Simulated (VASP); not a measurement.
# H13ClO6 in VASP: single point with PBE+D3(BJ)

Aim: the single point of H13ClO6 with PBE+D3(BJ).

Everything below comes from runs of VASP 6.6.1. Logs are shortened: lines on timing, memory, paths and dates and some standing lists are left out, and cuts for length are marked.

## Step 1: The cell of the first run

The cell holds a disordered packing, 20 atoms: a = 6.334 Å, b = 6.334 Å, c = 6.334 Å, α = 90.00°, β = 90.00°, γ = 90.00°.

## Step 2: Single point, PBE+D3(BJ)

Contents of INCAR:

```
PREC = Accurate ; ENCUT = 520
EDIFF = 1E-6 ; ISMEAR = -1
SIGMA = 0.02 ; LREAL = Auto
LASPH = True ; NELM = 100
ALGO = Normal ; ISIF = 2
LWAVE = False ; LCHARG = False
GGA = PE ; IVDW = 12
NBANDS = 44
```

Contents of KPOINTS:

```
Automatic mesh
0
Gamma
  1 1 1
```

Contents of POSCAR:

```
H13ClO6
1.0
    6.3338570000      0.0000000000      0.0000000000
    0.0000000000      6.3338570000      0.0000000000
    0.0000000000      0.0000000000      6.3338570000
O H Cl
6 13 1
Direct
    0.2746500956      0.7666384685      0.3624557691
    0.1363235639      0.0052125727      1.0421549802
    0.8290797495      0.5809636876      0.7780055558
    0.8907403175      0.1546999300      0.3105480004
    0.1282649702      0.4180084824      0.5471796803
    0.7029968045      0.7631023675      0.3956650139
    0.2207866569      0.6262412761      0.4173849174
    0.2413170762      0.8643471491      0.4764665605
    0.2029934287     -0.1034870803      1.1355935163
    0.0252779166      0.0813850685      1.1486577274
    0.7611665410      0.6552971012      0.6597699065
    0.7183809091      0.4841016763      0.8282910367
    0.8214455309      0.0285987814      0.3719928633
    0.9759380606      0.2306288033      0.4189371732
    0.0140308664      0.4750904667      0.6455562349
    0.2411910590      0.3771493812      0.6491541227
    0.7545601156      0.6586600627      0.2944992662
    0.5470272706      0.7630857868      0.3733474842
    0.2498129460      0.1138698922     -0.0094421236
    0.4355009211      0.3160087260     -0.0927121854
```

Potentials or basis: VASP PAW PBE potentials, release 64 (O, H, Cl).

Started as:

```bash
> cat potpaw_PBE.64/O/POTCAR potpaw_PBE.64/H/POTCAR potpaw_PBE.64/Cl/POTCAR > POTCAR
> mpirun -np 1 vasp_gam > vasp.out
```

OUTCAR:

```text
PREC = Accurate
   ENCUT = 520
   EDIFF = 1E-6
   ISMEAR = -1
   LREAL = Auto
   LASPH = True
   NELM = 100
   ISIF = 2
   GGA = PE
   IVDW = 12
 IVDW          = 12

 ion  position               nearest neighbor table
   1  0.275  0.767  0.362-   8 0.97   7 1.01
   2  0.136  0.005  0.042-   9 1.00  19 1.05  10 1.09
   3  0.829  0.581  0.778-  11 0.98  12 0.98
   4  0.891  0.155  0.311-  13 0.99  14 1.00  10 1.41
   5  0.128  0.418  0.547-  16 1.00  15 1.02
   6  0.703  0.763  0.396-  17 0.98  18 1.00
   7  0.221  0.626  0.417-   1 1.01
   8  0.241  0.864  0.476-   1 0.97
   9  0.203  0.897  0.136-   2 1.00
  10  0.025  0.081  0.149-   2 1.09   4 1.41
  11  0.761  0.655  0.660-   3 0.98
  12  0.718  0.484  0.828-   3 0.98
  13  0.821  0.029  0.372-   4 0.99
  14  0.976  0.231  0.419-   4 1.00
  15  0.014  0.475  0.646-   5 1.02
  16  0.241  0.377  0.649-   5 1.00
  17  0.755  0.659  0.294-   6 0.98
  18  0.547  0.763  0.373-   6 1.00
  19  0.250  0.114  0.991-   2 1.05
  20  0.436  0.316  0.907-

  LATTYP: Found a simple cubic cell.
 ALAT       =     6.3338570000

  Lattice vectors:

 A1 = (   6.3338570000,   0.0000000000,   0.0000000000)
 A2 = (   0.0000000000,   6.3338570000,   0.0000000000)
 A3 = (   0.0000000000,   0.0000000000,   6.3338570000)

Analysis of symmetry for initial positions (statically):
=====================================================================
 Subroutine PRICEL returns:
 Original cell was already a primitive cell.

 Routine SETGRP: Setting up the symmetry group for a
 simple cubic supercell.

 Subroutine GETGRP returns: Found  1 space group operations
 (whereof  1 operations were pure point group operations)
 out of a pool of 48 trial point group operations.

The static configuration has the point symmetry C_1 .

Analysis of symmetry for dynamics (positions and initial velocities):
=====================================================================
 Subroutine PRICEL returns:
 Original cell was already a primitive cell.

 Routine SETGRP: Setting up the symmetry group for a
 simple cubic supercell.

 Subroutine GETGRP returns: Found  1 space group operations
 (whereof  1 operations were pure point group operations)
 out of a pool of 48 trial point group operations.

The dynamic configuration has the point symmetry C_1 .

 Subroutine INISYM returns: Found  1 space group operations
 (whereof  1 operations are pure point group operations),
 and found     1 'primitive' translations

----------------------------------------------------------------------------------------

                                     Primitive cell

  volume of cell :     254.1001

  direct lattice vectors                    reciprocal lattice vectors
     6.333857000  0.000000000  0.000000000     0.157881683  0.000000000  0.000000000
     0.000000000  6.333857000  0.000000000     0.000000000  0.157881683  0.000000000
     0.000000000  0.000000000  6.333857000     0.000000000  0.000000000  0.157881683

  length of vectors
     6.333857000  6.333857000  6.333857000     0.157881683  0.157881683  0.157881683

  position of ions in fractional coordinates (direct lattice)
     0.274650096  0.766638468  0.362455769
     0.136323564  0.005212573  0.042154980
     0.829079749  0.580963688  0.778005556
     0.890740317  0.154699930  0.310548000
     0.128264970  0.418008482  0.547179680
     0.702996805  0.763102367  0.395665014
     0.220786657  0.626241276  0.417384917
     0.241317076  0.864347149  0.476466561
     0.202993429  0.896512920  0.135593516
     0.025277917  0.081385068  0.148657727
     0.761166541  0.655297101  0.659769907
     0.718380909  0.484101676  0.828291037
     0.821445531  0.028598781  0.371992863
     0.975938061  0.230628803  0.418937173
     0.014030866  0.475090467  0.645556235
     0.241191059  0.377149381  0.649154123
     0.754560116  0.658660063  0.294499266
     0.547027271  0.763085787  0.373347484
     0.249812946  0.113869892  0.990557876
     0.435500921  0.316008726  0.907287815

  ion indices of the primitive-cell ions
   primitive index   ion index
                 1           1
                 2           2
                 3           3
                 4           4
                 5           5
                 6           6
                 7           7
                 8           8
                 9           9
                10          10
                11          11
                12          12
                13          13
                14          14
                15          15
                16          16
                17          17
                18          18
                19          19
                20          20

----------------------------------------------------------------------------------------

 KPOINTS: Automatic mesh

Automatic generation of k-mesh.
 Grid dimensions read from file:
 generate k-points for:    1    1    1

 Generating k-lattice:

  Cartesian coordinates                     Fractional coordinates (reciprocal lattice)
     0.157881683  0.000000000  0.000000000     1.000000000  0.000000000  0.000000000
     0.000000000  0.157881683  0.000000000     0.000000000  1.000000000  0.000000000
     0.000000000  0.000000000  0.157881683     0.000000000  0.000000000  1.000000000

  Length of vectors
     0.157881683  0.157881683  0.157881683

  Shift w.r.t. Gamma in fractional coordinates (k-lattice)
     0.000000000  0.000000000  0.000000000

 Subroutine IBZKPT returns following result:
 ===========================================

 Found      1 irreducible k-points:

 Following reciprocal coordinates:
            Coordinates               Weight
  0.000000  0.000000  0.000000      1.000000
   k-points           NKPTS =      1   k-points in BZ     NKDIM =      1   number of bands    NBANDS=     44
   number of dos      NEDOS =    301   number of ions     NIONS =     20
   total plane-waves  NPLWV = 110592
   dimension x,y,z NGX =    48 NGY =   48 NGZ =   48
   dimension x,y,z NGXF=    96 NGYF=   96 NGZF=   96
   ions per type =               6  13   1
   NGX,Y,Z   is equivalent  to a cutoff of  12.60, 12.60, 12.60 a.u.
   NGXF,Y,Z  is equivalent  to a cutoff of  25.20, 25.20, 25.20 a.u.
 SYSTEM =  unknown system
   PREC   = accura    normal or accurate (medium, high low for compatibility)
   ISTART =      0    job   : 0-new  1-cont  2-samecut
   ICHARG =      2    charge: 1-file 2-atom 10-const
   ISPIN  =      1    spin polarized calculation?
   LNONCOLLINEAR =      F non collinear calculations
   LSORBIT =      F    spin-orbit coupling
   LASPH  =      T    aspherical Exc in radial PAW
   ENCUT  =  520.0 eV  38.22 Ry    6.18 a.u.  11.78 11.78 11.78*2*pi/ulx,y,z
   NELM   =    100;   NELMIN=  2; NELMDL= -5     # of ELM steps
   EDIFF  = 0.1E-05   stopping-criterion for ELM
   LREAL  =      T    real-space projection
   EDIFFG = 0.1E-04   stopping-criterion for IOM
   NSW    =      0    number of steps for IOM
   IBRION =     -1    ionic relax: 0-MD 1-quasi-New 2-CG
   NFREE  =      0    steps in history (QN), initial steepest desc. (CG)
   ISIF   =      2    stress and relaxation
   ISYM   =      2    0-nonsym 1-usesym 2-fastsym
   POTIM  = 0.5000    time-step for ionic-motion
   TEBEG  =    0.0;   TEEND  =   0.0 temperature during run
   PSTRESS=    0.0 pullay stress
   NELECT =      56.0000    total number of electrons
   NUPDOWN=      -1.0000    fix difference up-down
   EMIN   =  10.00;   EMAX   =-10.00  energy-range for DOS
   EFERMI =   0.00;   METHOD = LEGACY
   ISMEAR =    -1;   SIGMA  =   0.02  broadening in eV -4-tet -1-fermi 0-gaus
   EFERMI_NEDOS =   21; number of points for ismear=-14 and -15
   IALGO  =     38    algorithm
   IMIX   =      4    mixing-type and parameters
     AMIX     =   0.40;   BMIX     =  1.00
     AMIX_MAG =   1.60;   BMIX_MAG =  1.00
  volume/ion in A,a.u.               =      12.71        85.74
  Fermi-wavevector in a.u.,A,eV,Ry     =   0.988863  1.868679 13.304445  0.977849
  Thomas-Fermi vector in A             =   2.120420
   LORBIT       =      0    0 simple, 1 ext, 2 COOP (PROOUT), +10 PAW based schemes
   GGA     = PE    functional components
   LHFCALC =     F    Hartree Fock is set to
   AEXX    =    0.0000 exact exchange contribution
   IVDW    =    12    specifies the selected vdW correction
   LEPSILON=     F    determine dielectric tensor
   LRPA    =     F    only Hartree local field effects (RPA)
 non-spin polarized calculation
  energy-cutoff  :      520.00
  volume of cell :      254.10
 maximum number of plane-waves:      3430
 NGX is ok and might be reduce to    48
   NGX = 23   NGY = 23   NGZ = 23

 number of electron      55.9999999 magnetization

 Free energy of the ion-electron system (eV)
  ---------------------------------------------------
  ext. energy  EPLUGINS =         0.00000000
  ---------------------------------------------------
  free energy    TOTEN  =       -94.71665133 eV

  energy without entropy =      -94.71665133  energy(sigma->0) =      -94.71665133

 E-fermi :  -2.7763     XC(G=0):  -6.2182

 val. band max:       -3.3207589188   @ k =   0.0000   0.0000   0.0000
 cond. band min:       0.9111353440   @ k =   0.0000   0.0000   0.0000
 fundamental gap:      4.2318942628
 Fermi energy:        -2.7762891730

 k-point     1 :       0.0000    0.0000    0.0000
  band No.  band energies     occupation
      1     -23.9529      2.00000
      2     -23.1567      2.00000
      3     -22.7344      2.00000
      4     -22.5113      2.00000
      5     -22.2790      2.00000
      6     -21.7530      2.00000
      7     -15.4805      2.00000
      8     -11.2038      2.00000
      9     -10.9077      2.00000
     10     -10.7230      2.00000
     11     -10.6947      2.00000
     12     -10.4912      2.00000
     13      -9.9766      2.00000
     14      -9.6098      2.00000
     15      -8.0956      2.00000
     16      -7.3153      2.00000
     17      -7.0910      2.00000
     18      -6.9820      2.00000
     19      -6.4319      2.00000
     20      -6.0428      2.00000
     21      -5.2275      2.00000
     22      -4.9449      2.00000
     23      -4.8316      2.00000
     24      -4.7112      2.00000
     25      -4.2411      2.00000
     26      -3.7740      2.00000
     27      -3.4652      2.00000
     28      -3.3208      2.00000
     29       0.9111      0.00000
     30       3.6899      0.00000
     31       4.3793      0.00000
     32       4.6993      0.00000
     33       4.8210      0.00000
     34       5.3327      0.00000
     35       5.7930      0.00000
     36       6.0897      0.00000
     37       6.3375      0.00000
     38       6.5157      0.00000
     39       6.9428      0.00000
     40       7.1534      0.00000
 [bands above 40 left out]

------------------------ aborting loop because EDIFF is reached ----------------------------------------

 Edisp (eV)   -0.64381

 E8    (eV) :    -0.1390

  FORCE on cell =-STRESS in cart. coord.  units (eV):
  Direction    XX          YY          ZZ          XY          YZ          ZX
  --------------------------------------------------------------------------------------
  -------------------------------------------------------------------------------------
  Total       1.11897    -0.50423    -0.94315    -0.60600    -0.39702     0.09322
  in kB       7.05545    -3.17931    -5.94682    -3.82100    -2.50335     0.58777
  external pressure =       -0.69 kB  Pullay stress =        0.00 kB

 VOLUME and BASIS-vectors are now :
 -----------------------------------------------------------------------------
  energy-cutoff  :      520.00
  volume of cell :      254.10
      direct lattice vectors                 reciprocal lattice vectors
     6.333857000  0.000000000  0.000000000     0.157881683  0.000000000  0.000000000
     0.000000000  6.333857000  0.000000000     0.000000000  0.157881683  0.000000000
     0.000000000  0.000000000  6.333857000     0.000000000  0.000000000  0.157881683

 POSITION                                       TOTAL-FORCE (eV/Angst)
 -----------------------------------------------------------------------------------
      1.73959      4.85578      2.29574         0.080543      0.072672      0.049646
      0.86345      0.03302      0.26700        -0.184482      0.001495     -0.037674
      5.25127      3.67974      4.92778         0.118005      0.020805      0.017189
      5.64182      0.97985      1.96697         0.107476     -0.210948     -0.148123
      0.81241      2.64761      3.46576        -0.077077      0.045135     -0.010883
      4.45268      4.83338      2.50609        -0.183843     -0.077129     -0.114334
      1.39843      3.96652      2.64366        -0.048772     -0.149181      0.013976
      1.52847      5.47465      3.01787        -0.000785      0.060628      0.010560
      1.28573      5.67838      0.85883         0.122652     -0.119700      0.055843
      0.16011      0.51548      0.94158        -0.071358      0.068880      0.084505
      4.82112      4.15056      4.17889        -0.048666      0.183936     -0.154563
      4.55012      3.06623      5.24628        -0.112129     -0.173053      0.107439
      5.20292      0.18114      2.35615        -0.061742      0.041660     -0.096854
      6.18145      1.46077      2.65349         0.090356      0.130466      0.038678
      0.08887      3.00916      4.08886        -0.080050      0.034103      0.016799
      1.52767      2.38881      4.11165         0.135205     -0.089961      0.041063
      4.77928      4.17186      1.86532        -0.005588      0.136628      0.049037
      3.46479      4.83328      2.36473         0.157652      0.018952      0.058966
      1.58228      0.72124      6.27405         0.052730      0.030385      0.083463
      2.75840      2.00155      5.74663         0.009874     -0.025773     -0.064733
 -----------------------------------------------------------------------------------
    total drift:                                0.001855      0.004217     -0.001916

  FREE ENERGIE OF THE ION-ELECTRON SYSTEM (eV)
  ---------------------------------------------------
  free  energy   TOTEN  =       -95.3604594726 eV

  energy  without entropy=      -95.3604594726  energy(sigma->0) =      -95.36045947
```

Wall time 18 s (1 thread of Intel Xeon Platinum 8488C (Sapphire Rapids), shared host); peak memory 0.3 GiB.

Results:

| Quantity | Value |
| --- | --- |
| Free energy | -95.3605 eV |
| Pressure | -0.1 GPa |
| Largest force | 0.279 eV/Å |
| Dispersion energy per atom | -0.032 eV |

Forces on the atoms (eV/Å):
```
O    0.081  0.073  0.050
O   -0.184  0.001 -0.038
O    0.118  0.021  0.017
O    0.107 -0.211 -0.148
O   -0.077  0.045 -0.011
O   -0.184 -0.077 -0.114
H   -0.049 -0.149  0.014
H   -0.001  0.061  0.011
H    0.123 -0.120  0.056
H   -0.071  0.069  0.085
H   -0.049  0.184 -0.155
H   -0.112 -0.173  0.107
H   -0.062  0.042 -0.097
H    0.090  0.130  0.039
H   -0.080  0.034  0.017
H    0.135 -0.090  0.041
H   -0.006  0.137  0.049
H    0.158  0.019  0.059
H    0.053  0.030  0.083
Cl   0.010 -0.026 -0.065
```

Caveat: the k points lie up to 0.99 Å⁻¹ apart.
